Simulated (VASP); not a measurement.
# TaAs: single point with r2SCAN

The system is TaAs.

```
CELL_PARAMETERS angstrom
0.00000 2.61987 2.61987
2.61987 0.00000 2.61987
2.61987 2.61987 0.00000
ATOMIC_POSITIONS crystal
Ta 0.50000 0.50000 0.50000
As 0.00000 0.00000 0.00000
```

* Program: VASP 6.6.1
* Task: single point
* Functional: r2SCAN
* Potentials or basis: VASP PAW PBE potentials, release 64 (Ta_pv, As)
* Cutoff: 520 eV
* k mesh: 8 × 8 × 8
* Occupations: gaussian, width 0.1 eV
* Spin: no spin polarisation

| Quantity | Value |
| --- | --- |
| Pressure | 0.6 GPa |
| Band gap on the k mesh | zero (band 8 reaches 8.30 eV, above the bottom of band 9 at 6.06 eV) |

Levels at points of the mesh, in eV from the Fermi level:
```tsv
k point	band 4	band 5	band 6	band 7	band 8	band 9	band 10	band 11	band 12	band 13
(0.00, 0.00, 0.00)	-15.21	-1.82	-1.82	-1.82	-1.14	-1.14	-0.76	-0.76	-0.76	4.37
(0.50, 0.00, 0.00)	-12.45	-8.47	-5.22	-5.22	0.79	0.79	1.37	3.01	6.44	6.44
(0.50, 0.50, 0.00)	-13.21	-6.07	-3.80	-2.93	-2.93	0.04	1.13	1.64	1.64	4.32
```

It took 40 s on 1 thread of Intel(R) Xeon(R) 6975P-C (Granite Rapids), with other jobs on the host, peak memory 0.16 GiB.

Caveat: the PAW data sets were made with another functional, which shifts forces and pressure a little; spin-orbit coupling is left out, which moves the levels of the heavy elements.
